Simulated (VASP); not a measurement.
Input of a VASP 6.6.1 run:

Contents of INCAR:

```
SYSTEM = PtSe2
ALGO = Normal
DIPOL = 0.5 0.5 0.500
EDIFF = 1E-6
ENCUT = 520
GGA = PE
IDIPOL = 3
ISIF = 2
ISMEAR = 0
LASPH = .True.
LCHARG = .False.
LDIPOL = .True.
LREAL = .False.
LWAVE = .False.
NBANDS = 18
NELM = 80
PREC = Accurate
SIGMA = 0.02
```

KPOINTS

```
k-points
0
Gamma
  9 9 1
  0 0 0
```

POSCAR

```
PtSe2
1.0
    3.7069017943      0.0000000000      0.0000000000
   -1.8534508971      3.2102711232      0.0000000000
    0.0000000000      0.0000000000     31.1215005226
Se Pt
2 1
Direct
    0.6666666667      0.3333333333      0.4574342089
    0.3333333333      0.6666666667      0.5425657911
    0.0000000000      0.0000000000      0.5000000000
```

Potentials or basis: VASP PAW PBE potentials, release 64 (Se, Pt).

Run with:

```sh
$ cat potpaw_PBE.64/Se/POTCAR potpaw_PBE.64/Pt/POTCAR > POTCAR
$ mpirun -np 1 vasp_std > vasp.out
```

Estimate the band gap on the k mesh.

1.35 eV (least direct gap 1.58 eV).

Predict the largest force.

0.073 eV/Å.

Forces in eV/Å, atoms in the order of the input:
```
Se   0.000  0.000 -0.073
Se   0.000  0.000  0.073
Pt   0.000  0.000  0.000
```

Caveat: spin-orbit coupling is left out, which moves the levels of the heavy elements.
